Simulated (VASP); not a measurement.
# Ru (P6_3/mmc) in VASP: further runs

Ru is run at these levels: r2SCAN; tasks: single point.

All numbers are computed with VASP 6.6.1; they aren't measurements. Logs are shortened: lines on timing, memory, paths and dates and some standing lists are left out, and cuts for length are marked.

### 1 The cell of the first run

Symmetry: P6_3/mmc, No. 194, hexagonal system. Conventional cell: a = 2.481 Å, b = 2.481 Å, c = 3.946 Å, α = 90.00°, β = 90.00°, γ = 120.00°. Within 3.2 Å of Ru (site symmetry -6m2) lie 12 Ru at 2.44 to 2.48 Å.

### 2 Single point, r2SCAN

POSCAR

```
Ru
1.0
    2.4807780930      0.0000000000      0.0000000000
   -1.2403890465      2.1484168497      0.0000000000
    0.0000000000      0.0000000000      3.9463780289
Ru
2
Direct
    0.3333333333      0.6666666667      0.2500000000
    0.6666666667      0.3333333333      0.7500000000
```

INCAR.step1

```
ALGO = Normal ; EDIFF = 1E-4
ENCUT = 520 ; GGA = PE
ISMEAR = 0 ; LASPH = True
LCHARG = False ; LREAL = False
LWAVE = True ; NBANDS = 21
NELM = 100 ; PREC = Accurate
SIGMA = 0.05
```

INCAR.step2

```
ALGO = Normal ; EDIFF = 1E-6
ENCUT = 520 ; ISIF = 2
ISMEAR = 0 ; ISTART = 1
LASPH = True ; LCHARG = False
LMIXTAU = True ; LREAL = False
LWAVE = False ; METAGGA = R2SCAN
NBANDS = 21 ; NELM = 100
PREC = Accurate ; SIGMA = 0.05
```

KPOINTS

```
k-points
0
Gamma
  18 18 12
```

Potentials or basis: VASP PAW PBE potentials, release 64 (Ru_pv).

Run with:

```bash
$ cat potpaw_PBE.64/Ru_pv/POTCAR > POTCAR
$ cp INCAR.step1 INCAR
$ mpirun -np 1 vasp_std > vasp.out
$ cp INCAR.step2 INCAR
$ mpirun -np 1 vasp_std > vasp.out
```

OUTCAR:

```text
EDIFF = 1E-6
   ENCUT = 520
   ISIF = 2
   ISMEAR = 0
   ISTART = 1
   LASPH = True
   LREAL = False
   METAGGA = R2SCAN
   NELM = 100
   PREC = Accurate

 ion  position               nearest neighbor table
   1  0.333  0.667  0.250-   2 2.44   2 2.44   2 2.44   2 2.44   2 2.44   2 2.44
   2  0.667  0.333  0.750-   1 2.44   1 2.44   1 2.44   1 2.44   1 2.44   1 2.44

  LATTYP: Found a hexagonal cell.
 ALAT       =     2.4807780930
 C/A-ratio  =     1.5907823598

  Lattice vectors:

 A1 = (   2.4807780930,   0.0000000000,   0.0000000000)
 A2 = (  -1.2403890465,   2.1484168497,   0.0000000000)
 A3 = (   0.0000000000,   0.0000000000,   3.9463780289)

Analysis of symmetry for initial positions (statically):
=====================================================================
 Subroutine PRICEL returns:
 Original cell was already a primitive cell.

 Routine SETGRP: Setting up the symmetry group for a
 hexagonal supercell.

 Subroutine GETGRP returns: Found 24 space group operations
 (whereof 12 operations were pure point group operations)
 out of a pool of 24 trial point group operations.

The static configuration has the point symmetry D_3d.
 The point group associated with its full space group is D_6h.

Analysis of symmetry for dynamics (positions and initial velocities):
=====================================================================
 Subroutine PRICEL returns:
 Original cell was already a primitive cell.

 Routine SETGRP: Setting up the symmetry group for a
 hexagonal supercell.

 Subroutine GETGRP returns: Found 24 space group operations
 (whereof 12 operations were pure point group operations)
 out of a pool of 24 trial point group operations.

The dynamic configuration has the point symmetry D_3d.
 The point group associated with its full space group is D_6h.

 Subroutine INISYM returns: Found 24 space group operations
 (whereof 12 operations are pure point group operations),
 and found     1 'primitive' translations

----------------------------------------------------------------------------------------

                                     Primitive cell

  volume of cell :      21.0332

  direct lattice vectors                    reciprocal lattice vectors
     2.480778093  0.000000000  0.000000000     0.403099335  0.232729510  0.000000000
    -1.240389047  2.148416850  0.000000000     0.000000000  0.465459019  0.000000000
     0.000000000  0.000000000  3.946378029     0.000000000  0.000000000  0.253396910

  length of vectors
     2.480778093  2.480778093  3.946378029     0.465459019  0.465459019  0.253396910

  position of ions in fractional coordinates (direct lattice)
     0.333333333  0.666666667  0.250000000
     0.666666667  0.333333333  0.750000000

  ion indices of the primitive-cell ions
   primitive index   ion index
                 1           1
                 2           2

----------------------------------------------------------------------------------------

 KPOINTS: k-points

Automatic generation of k-mesh.
 Grid dimensions read from file:
 generate k-points for:   18   18   12

 Generating k-lattice:

  Cartesian coordinates                     Fractional coordinates (reciprocal lattice)
     0.022394408  0.012929417  0.000000000     0.055555556 -0.000000000  0.000000000
     0.000000000  0.025858834  0.000000000     0.000000000  0.055555556  0.000000000
     0.000000000  0.000000000  0.021116409     0.000000000  0.000000000  0.083333333

  Length of vectors
     0.025858834  0.025858834  0.021116409

  Shift w.r.t. Gamma in fractional coordinates (k-lattice)
     0.000000000  0.000000000  0.000000000

 Subroutine IBZKPT returns following result:
 ===========================================

 Found    259 irreducible k-points:

 Following reciprocal coordinates:
            Coordinates               Weight
  0.000000  0.000000  0.000000      1.000000
  0.055556  0.000000  0.000000      6.000000
  0.111111  0.000000  0.000000      6.000000
  0.166667  0.000000  0.000000      6.000000
  0.222222  0.000000  0.000000      6.000000
  0.277778  0.000000  0.000000      6.000000
[... 16 lines left out ...]
  0.333333  0.111111  0.000000     12.000000
  0.388889  0.111111  0.000000     12.000000
 [... further k-points ...]
   k-points           NKPTS =    259   k-points in BZ     NKDIM =    259   number of bands    NBANDS=     21
   number of dos      NEDOS =    301   number of ions     NIONS =      2
   total plane-waves  NPLWV =   9720
   dimension x,y,z NGX =    18 NGY =   18 NGZ =   30
   dimension x,y,z NGXF=    36 NGYF=   36 NGZF=   60
   ions per type =               2
   NGX,Y,Z   is equivalent  to a cutoff of  12.06, 12.06, 12.64 a.u.
   NGXF,Y,Z  is equivalent  to a cutoff of  24.12, 24.12, 25.28 a.u.
 SYSTEM =  unknown system
   PREC   = accura    normal or accurate (medium, high low for compatibility)
   ISTART =      1    job   : 0-new  1-cont  2-samecut
   ICHARG =      0    charge: 1-file 2-atom 10-const
   ISPIN  =      1    spin polarized calculation?
   LNONCOLLINEAR =      F non collinear calculations
   LSORBIT =      F    spin-orbit coupling
   LASPH  =      T    aspherical Exc in radial PAW
   ENCUT  =  520.0 eV  38.22 Ry    6.18 a.u.   4.61  4.61  7.34*2*pi/ulx,y,z
   NELM   =    100;   NELMIN=  2; NELMDL=  0     # of ELM steps
   EDIFF  = 0.1E-05   stopping-criterion for ELM
   LREAL  =      F    real-space projection
[... 7 lines left out ...]
   TEBEG  =    0.0;   TEEND  =   0.0 temperature during run
   PSTRESS=    0.0 pullay stress
   NELECT =      28.0000    total number of electrons
   NUPDOWN=      -1.0000    fix difference up-down
   EMIN   =  10.00;   EMAX   =-10.00  energy-range for DOS
   EFERMI =   0.00;   METHOD = LEGACY
   ISMEAR =     0;   SIGMA  =   0.05  broadening in eV -4-tet -1-fermi 0-gaus
   EFERMI_NEDOS =   21; number of points for ismear=-14 and -15
   IALGO  =     38    algorithm
   IMIX   =      4    mixing-type and parameters
     AMIX     =   0.40;   BMIX     =  1.00
     AMIX_MAG =   1.60;   BMIX_MAG =  1.00
  volume/ion in A,a.u.               =      10.52        70.97
  Fermi-wavevector in a.u.,A,eV,Ry     =   1.800912  3.403230 44.127551  3.243284
  Thomas-Fermi vector in A             =   2.861542
   LORBIT       =      0    0 simple, 1 ext, 2 COOP (PROOUT), +10 PAW based schemes
   METAGGA = R2SCAN    functional components
   LHFCALC =     F    Hartree Fock is set to
   AEXX    =    0.0000 exact exchange contribution
   IVDW    =     0    specifies the selected vdW correction
   LEPSILON=     F    determine dielectric tensor
   LRPA    =     F    only Hartree local field effects (RPA)
 non-spin polarized calculation
 Gauss-broadening in eV      SIGMA  =   0.05
  energy-cutoff  :      520.00
  volume of cell :       21.03
 maximum number of plane-waves:       582
   NGX =  9   NGY =  9   NGZ = 15

 number of electron      27.9999996 magnetization

 Free energy of the ion-electron system (eV)
  ---------------------------------------------------
  ext. energy  EPLUGINS =         0.00000000
  ---------------------------------------------------
  free energy    TOTEN  =       -48.53588193 eV

  energy without entropy =      -48.53483023  energy(sigma->0) =      -48.53535608

 E-fermi :  18.0113     XC(G=0): -17.2941

 val. band max:       17.9972078584   @ k =   0.1667   0.1667   0.0833
 cond. band min:      18.0367457676   @ k =   0.2778   0.0000   0.3333
 fundamental gap:      0.0395379092
 Fermi energy:        18.0112604818

 k-point     1 :       0.0000    0.0000    0.0000
  band No.  band energies     occupation
      1     -28.5212      2.00000
      2     -26.2756      2.00000
      3     -26.2756      2.00000
      4     -25.8981      2.00000
      5     -25.8981      2.00000
      6     -25.8139      2.00000
[... 13 lines left out ...]
     20      26.5194      0.00000
     21      32.3856      0.00000

 k-point     2 :       0.0556    0.0000    0.0000
  band No.  band energies     occupation
      1     -28.4964      2.00000
      2     -26.3343      2.00000
      3     -26.2949      2.00000
      4     -25.9587      2.00000
      5     -25.9052      2.00000
      6     -25.8249      2.00000
[... 13 lines left out ...]
     20      26.5194      0.00000
     21      32.3949      0.00000

 k-point     3 :       0.1111    0.0000    0.0000
  band No.  band energies     occupation
      1     -28.4234      2.00000
      2     -26.5026      2.00000
      3     -26.3490      2.00000
      4     -26.1301      2.00000
      5     -25.9265      2.00000
      6     -25.8581      2.00000
[... 13 lines left out ...]
     20      26.5193      0.00000
     21      32.3633      0.00000

 k-point     4 :       0.1667    0.0000    0.0000
  band No.  band energies     occupation
      1     -28.3064      2.00000
      2     -26.7587      2.00000
      3     -26.4289      2.00000
      4     -26.3850      2.00000
      5     -25.9612      2.00000
      6     -25.9140      2.00000
[... 13 lines left out ...]
     20      26.5193      0.00000
     21      32.2011      0.00000

 k-point     5 :       0.2222    0.0000    0.0000
  band No.  band energies     occupation
      1     -28.1520      2.00000
      2     -27.0696      2.00000
      3     -26.6860      2.00000
      4     -26.5230      2.00000
      5     -26.0064      2.00000
      6     -25.9928      2.00000
[... 13 lines left out ...]
     20      27.2934      0.00000
     21      31.9033      0.00000
[... 382 lines left out ...]
     20      29.8215      0.00000
     21      31.5974      0.00000

 k-point    22 :       0.2778    0.1111    0.0000
  band No.  band energies     occupation
      1     -27.7184      2.00000
      2     -27.6644      2.00000
      3     -27.3377      2.00000
      4     -26.7561      2.00000
      5     -26.2483      2.00000
      6     -26.2354      2.00000
[... 13 lines left out ...]
     20      31.3514      0.00000
     21      31.4808      0.00000

 k-point    23 :       0.3333    0.1111    0.0000
  band No.  band energies     occupation
      1     -27.8921      2.00000
      2     -27.5297      2.00000
      3     -27.4918      2.00000
      4     -26.8677      2.00000
      5     -26.3779      2.00000
      6     -26.2870      2.00000
[... 13 lines left out ...]
     20      30.3279      0.00000
     21      32.3187      0.00000

 k-point    24 :       0.3889    0.1111    0.0000
  band No.  band energies     occupation
      1     -28.0389      2.00000
      2     -27.5919      2.00000
      3     -27.3757      2.00000
      4     -26.9392      2.00000
      5     -26.4932      2.00000
      6     -26.3205      2.00000
[... 13 lines left out ...]
     20      28.4781      0.00000
     21      32.5435      0.00000

 [... further k-points ...]

------------------------ aborting loop because EDIFF is reached ----------------------------------------

  FORCE on cell =-STRESS in cart. coord.  units (eV):
  Direction    XX          YY          ZZ          XY          YZ          ZX
  --------------------------------------------------------------------------------------
  -------------------------------------------------------------------------------------
  Total       20.3570785     20.3570785     20.3992321      0.0000000      0.0000000      0.0000000
  in kB     1550.6753430   1550.6753430   1553.8863434      0.0000000      0.0000000      0.0000000
  external PRESSURE =    1551.7456765 kB  Pullay stress =       0.0000000 kB

 VOLUME and BASIS-vectors are now :
 -----------------------------------------------------------------------------
  energy-cutoff  :      520.00
  volume of cell :       21.03
      direct lattice vectors                 reciprocal lattice vectors
     2.480778093  0.000000000  0.000000000     0.403099335  0.232729510  0.000000000
    -1.240389047  2.148416850  0.000000000     0.000000000  0.465459019  0.000000000
     0.000000000  0.000000000  3.946378029     0.000000000  0.000000000  0.253396910

 POSITION                                       TOTAL-FORCE (eV/Angst)
 -----------------------------------------------------------------------------------
     -0.00000      1.43228      0.98659        -0.000000     -0.000000      0.000000
      1.24039      0.71614      2.95978         0.000000      0.000000      0.000000
 -----------------------------------------------------------------------------------
    total drift:                                0.000000     -0.000000      0.000000

  FREE ENERGIE OF THE ION-ELECTRON SYSTEM (eV)
  ---------------------------------------------------
  free  energy   TOTEN  =       -48.5358819261 eV

  energy  without entropy=      -48.5348302318  energy(sigma->0) =      -48.53535608
```

It took 2.3 min on 1 thread of AMD EPYC 9R45 (Zen 5), shared host; peak memory 0.17 GiB.

Results:

| Property | Result |
| --- | --- |
| Free energy | -48.5359 eV |
| Pressure | 155.2 GPa |
| Band gap on the k mesh | zero (bands 14 and 15 overlap by 5.09 eV) |

Stress tensor (GPa, compression positive):
```
155.07   0.00   0.00
  0.00 155.07   0.00
  0.00   0.00 155.39
```

Caveat: the cell stands under pressure; an empty level that is flat over the whole mesh can mark a ghost state of the potentials, or a narrow d or f band; the PAW data sets were made with another functional, which shifts forces and pressure a little.

### 3 Single point, r2SCAN

This run uses another cell than the first one, of 11.56 Å³/atom.

POSCAR

```
Ru
1.0
    2.5629892267      0.0000000000      0.0000000000
   -1.2814946134      2.2196137799      0.0000000000
    0.0000000000      0.0000000000      4.0657180575
Ru
2
Direct
    0.3333333333      0.6666666667      0.2500000000
    0.6666666667      0.3333333333      0.7500000000
```

INCAR.step1

```
  PREC = Accurate
  ENCUT = 520
  ISMEAR = 0
  SIGMA = 0.05
  LREAL = F
  LASPH = T
  NELM = 100
  NBANDS = 21
  GGA = PE
  ALGO = Normal
  EDIFF = 1E-4
  LWAVE = T
  LCHARG = F
```

INCAR.step2

```
  PREC = Accurate
  ENCUT = 520
  EDIFF = 1E-6
  ISMEAR = 0
  SIGMA = 0.05
  LREAL = F
  LASPH = T
  NELM = 100
  ALGO = Normal
  ISIF = 2
  LWAVE = F
  LCHARG = F
  METAGGA = R2SCAN
  LMIXTAU = T
  NBANDS = 21
  ISTART = 1
```

KPOINTS

```
regular mesh
0
Gamma
  18 18 12
```

Potentials or basis: VASP PAW PBE potentials, release 64 (Ru_pv).

Run with:

```bash
$ cat potpaw_PBE.64/Ru_pv/POTCAR > POTCAR
$ cp INCAR.step1 INCAR
$ mpirun -np 1 vasp_std > vasp.out
$ cp INCAR.step2 INCAR
$ mpirun -np 1 vasp_std > vasp.out
```

Wall time 3.5 min (1 thread of AMD EPYC 9R45 (Zen 5), shared host); peak memory 0.18 GiB.

Results (log left out):

```yaml
Free_energy: -50.0239 eV
Pressure: 77.9 GPa
Band_gap_on_the_k_mesh: zero (bands 14 and 15 overlap by 4.38 eV)
```

Stress tensor (GPa, compression positive):
```
77.86  0.00  0.00
 0.00 77.86  0.00
 0.00  0.00 78.11
```

Levels at points of the mesh, in eV from the Fermi level:
```tsv
k point	band 11	band 12	band 13	band 14	band 15	band 16	band 17	band 18
(0.00, 0.00, 0.00)	-3.25	-2.55	-2.55	-1.83	-1.83	1.54	1.54	1.63
(0.50, 0.00, 0.00)	-2.68	-2.09	-1.95	1.95	2.51	2.57	5.29	7.80
(0.00, 0.00, 0.50)	-3.66	-3.66	-3.36	-3.36	0.74	0.74	0.74	0.74
(0.50, 0.00, 0.50)	-1.42	-1.42	0.63	0.63	2.29	2.29	4.33	4.33
```

Caveat: the cell stands under pressure; an empty level that is flat over the whole mesh can mark a ghost state of the potentials, or a narrow d or f band; the PAW data sets were made with another functional, which shifts forces and pressure a little.

[end of part 1 of 2]
